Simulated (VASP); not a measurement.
# BaTiO3 (R3m) in VASP: further runs, part 2 of 2

VASP 6.6.1. The steps go on from the part before.

### Step 3. Electric field gradients, PBE (12.07 Å³/atom)

The input, INCAR:

```
SYSTEM = BaTiO3
PREC = Accurate ; ENCUT = 520
EDIFF = 1E-8 ; ISMEAR = -1
SIGMA = 0.05 ; LREAL = .FALSE.
LASPH = .TRUE. ; NELM = 80
ALGO = Normal ; ISIF = 2
LWAVE = .FALSE. ; LCHARG = .FALSE.
GGA = PE ; LEFG = .TRUE.
NBANDS = 28
```

The input, KPOINTS:

```
Automatic mesh
0
G
  9 9 9
  0 0 0
```

The input, POSCAR:

```
BaTiO3
1.0
    2.7699444471      1.5992281722      2.2704176869
   -2.7699444471      1.5992281722      2.2704176869
    0.0000000000     -3.1984563444      2.2704176869
Ba Ti O
1 1 3
Direct
    0.0000000000      0.0000000000      0.0000000000
    0.5140000000      0.5140000000      0.5140000000
    0.4916000000      0.4916000000      0.9815000000
    0.4916000000      0.9815000000      0.4916000000
    0.9815000000      0.4916000000      0.4916000000
```

Potentials or basis: VASP PAW PBE potentials, release 64 (Ba_sv, Ti_sv, O).

On the command line:

```console
$ cat potpaw_PBE.64/Ba_sv/POTCAR potpaw_PBE.64/Ti_sv/POTCAR potpaw_PBE.64/O/POTCAR > POTCAR
$ mpirun -np 1 vasp_std > vasp.out
```

OUTCAR:

```text
SYSTEM = BaTiO3
   PREC = Accurate
   ENCUT = 520
   EDIFF = 1E-8
   ISMEAR = -1
   LREAL = .FALSE.
   LASPH = .TRUE.
   NELM = 80
   ISIF = 2
   GGA = PE

 ion  position               nearest neighbor table
   1  0.000  0.000  0.000-   4 2.73   5 2.73   3 2.73   3 2.77   3 2.77   4 2.77   5 2.77   5 2.77
                             4 2.77   5 2.82   4 2.82   3 2.82   2 3.31   2 3.36   2 3.36   2 3.36
   2  0.514  0.514  0.514-   4 1.84   5 1.84   3 1.84   4 2.09   5 2.09   3 2.09   1 3.31   1 3.36
                             1 3.36   1 3.36   1 3.43   1 3.43   1 3.43   1 3.50
   3  0.492  0.492  0.981-   2 1.84   2 2.09   1 2.73   1 2.77   1 2.77   1 2.82
   4  0.492  0.981  0.492-   2 1.84   2 2.09   1 2.73   1 2.77   1 2.77   1 2.82
   5  0.981  0.492  0.492-   2 1.84   2 2.09   1 2.73   1 2.77   1 2.77   1 2.82

  LATTYP: Found a trigonal (rhomboedric) cell.
 ALAT       =     3.9223614647
 COS(alpha) =     0.0025827226

  Lattice vectors:

 A1 = (   2.7699444471,   1.5992281722,   2.2704176869)
 A2 = (  -2.7699444471,   1.5992281722,   2.2704176869)
 A3 = (   0.0000000000,  -3.1984563444,   2.2704176869)

Analysis of symmetry for initial positions (statically):
=====================================================================
 Subroutine PRICEL returns:
 Original cell was already a primitive cell.

 Routine SETGRP: Setting up the symmetry group for a
 trigonal (rhombohedral) supercell.

 Subroutine GETGRP returns: Found  6 space group operations
 (whereof  6 operations were pure point group operations)
 out of a pool of 12 trial point group operations.

The static configuration has the point symmetry C_3v.

Analysis of symmetry for dynamics (positions and initial velocities):
[... 924 lines left out ...]
  Total        7.6483938      7.6483938      7.2387332      0.0000000      0.0000000     -0.0000000
  in kB      203.0683888    203.0683888    192.1917107      0.0000000      0.0000000     -0.0000000
  external PRESSURE =     199.4428294 kB  Pullay stress =       0.0000000 kB

 VOLUME and BASIS-vectors are now :
 -----------------------------------------------------------------------------
  energy-cutoff  :      520.00
  volume of cell :       60.34
      direct lattice vectors                 reciprocal lattice vectors
     2.769944447  1.599228172  2.270417687     0.180509035  0.104216940  0.146815864
    -2.769944447  1.599228172  2.270417687    -0.180509035  0.104216940  0.146815864
     0.000000000 -3.198456344  2.270417687     0.000000000 -0.208433880  0.146815864

 POSITION                                       TOTAL-FORCE (eV/Angst)
 -----------------------------------------------------------------------------------
      0.00000      0.00000      0.00000        -0.000000     -0.000000      0.051654
      0.00000      0.00000      3.50098        -0.000000     -0.000000     -0.828211
      0.00000     -1.56692      4.46069        -0.000000     -0.654653      0.258852
     -1.35700      0.78346      4.46069        -0.566946      0.327327      0.258852
      1.35700      0.78346      4.46069         0.566946      0.327327      0.258852
 -----------------------------------------------------------------------------------
    total drift:                               -0.000000      0.000003      0.000017

  FREE ENERGIE OF THE ION-ELECTRON SYSTEM (eV)
  ---------------------------------------------------
  free  energy   TOTEN  =       -39.6718379933 eV

  energy  without entropy=      -39.6718379933  energy(sigma->0) =      -39.67183799

 Electric field gradients (V/A^2)
---------------------------------------------------------------------
 ion       V_xx      V_yy      V_zz      V_xy      V_xz      V_yz
---------------------------------------------------------------------
   1      -1.902    -1.902     3.804     0.000    -0.000    -0.000
   2      -5.347    -5.347    10.694     0.000    -0.000     0.000
   3      -8.017     6.051     1.966    -0.000     0.000   -11.246
   4       2.534    -4.500     1.966    -6.092    -9.739     5.623
   5       2.534    -4.500     1.966     6.092     9.739     5.623
---------------------------------------------------------------------

 Electric field gradients after diagonalization (V/A^2)
 (convention: |V_zz| > |V_xx| > |V_yy|)
----------------------------------------------------------------------
 ion       V_xx      V_yy      V_zz     asymmetry (V_yy - V_xx)/ V_zz
----------------------------------------------------------------------
   1      -1.902    -1.902     3.804       0.000
   2      -5.347    -5.347    10.694       0.000
   3      -8.017    -7.422    15.439       0.039
   4      -8.017    -7.422    15.439       0.039
   5      -8.017    -7.422    15.439       0.039
----------------------------------------------------------------------

           NMR quadrupolar parameters

 Cq : quadrupolar parameter    Cq=e*Q*V_zz/h
 eta: asymmetry parameters     (V_yy - V_xx)/ V_zz
 Q  : nuclear electric quadrupole moment in mb (millibarn)
----------------------------------------------------------------------
 ion       Cq(MHz)       eta       Q (mb)
----------------------------------------------------------------------
   1       0.009       0.000       1.000
   2       0.026       0.000       1.000
   3       0.037       0.039       1.000
   4       0.037       0.039       1.000
   5       0.037       0.039       1.000
----------------------------------------------------------------------
```

stdout:

```text
POSCAR found type information on POSCAR BaTiO
 POSCAR found :  3 types and       5 ions
 scaLAPACK will be used
 LDA part: xc-table for (Slater+PW92), standard interpolation
 POSCAR, INCAR and KPOINTS ok, starting setup
 FFT: planning ... GRIDC
 FFT: planning ... GRID_SOFT
 FFT: planning ... GRID
 WAVECAR not read
 entering main loop
ion   1

ion   2

ion   3

ion   4
     0.0000293     0.4442213    -0.6512849    -0.6563556     1.1280585    -0.2564713
     0.0000403     0.4442212    -0.6512849    -0.6563556     1.1280585    -0.2564713
     0.0000555     0.4442212    -0.6512849    -0.6563556     1.1280585    -0.2564713
     0.0000765     0.4442212    -0.6512848    -0.6563556     1.1280584    -0.2564712

     0.0000293     3.5789097    -3.6601383    -1.7620665     6.3395456    -2.0662845
     0.0000403     3.5789089    -3.6601376    -1.7620663     6.3395442    -2.0662840
     0.0000555     3.5789076    -3.6601363    -1.7620658     6.3395420    -2.0662833
     0.0000765     3.5789053    -3.6601341    -1.7620650     6.3395382    -2.0662819

ion   5
     0.0000293    -0.4442213    -0.6512849    -0.6563556    -1.1280585    -0.2564713
     0.0000403    -0.4442212    -0.6512849    -0.6563556    -1.1280585    -0.2564713
     0.0000555    -0.4442212    -0.6512849    -0.6563556    -1.1280585    -0.2564713
     0.0000765    -0.4442212    -0.6512848    -0.6563556    -1.1280584    -0.2564712

     0.0000293    -3.5789097    -3.6601383    -1.7620665    -6.3395456    -2.0662845
     0.0000403    -3.5789089    -3.6601376    -1.7620663    -6.3395442    -2.0662840
     0.0000555    -3.5789076    -3.6601363    -1.7620658    -6.3395420    -2.0662833
     0.0000765    -3.5789053    -3.6601341    -1.7620650    -6.3395382    -2.0662819
```

Wall time 4.2 min (1 thread of Intel Xeon 8259CL, shared host); peak memory 0.28 GiB.

Results:

```yaml
Free_energy: -39.6718 eV
Pressure: 19.9 GPa
Largest_force: 0.828 eV/Å
Band_gap_on_the_k_mesh: 2.55 eV (least direct gap 2.84 eV)
Largest_electric_field_gradient_by_atom: Ba +3.8; Ti +10.7; O +15.4 V/Å²
```

Forces on the atoms (eV/Å):
```
Ba   0.000  0.000  0.052
Ti   0.000  0.000 -0.828
O    0.000 -0.655  0.259
O   -0.567  0.327  0.259
O    0.567  0.327  0.259
```

Electric field gradients, principal values (V/Å²):
```
atom   least  middle  greatest (by size)
1 Ba  -1.902  -1.902               3.804
2 Ti  -5.347  -5.347              10.694
 3 O  -7.422  -8.017              15.439
 4 O  -7.422  -8.017              15.439
 5 O  -7.422  -8.017              15.439
```

Caveat: the cell stands under pressure; without QUAD_EFG the Cq values of the log hold for a quadrupole moment of 1 mb, not for the nuclei; spin-orbit coupling is left out, which moves the levels of the heavy elements. A k mesh can miss the band edges.
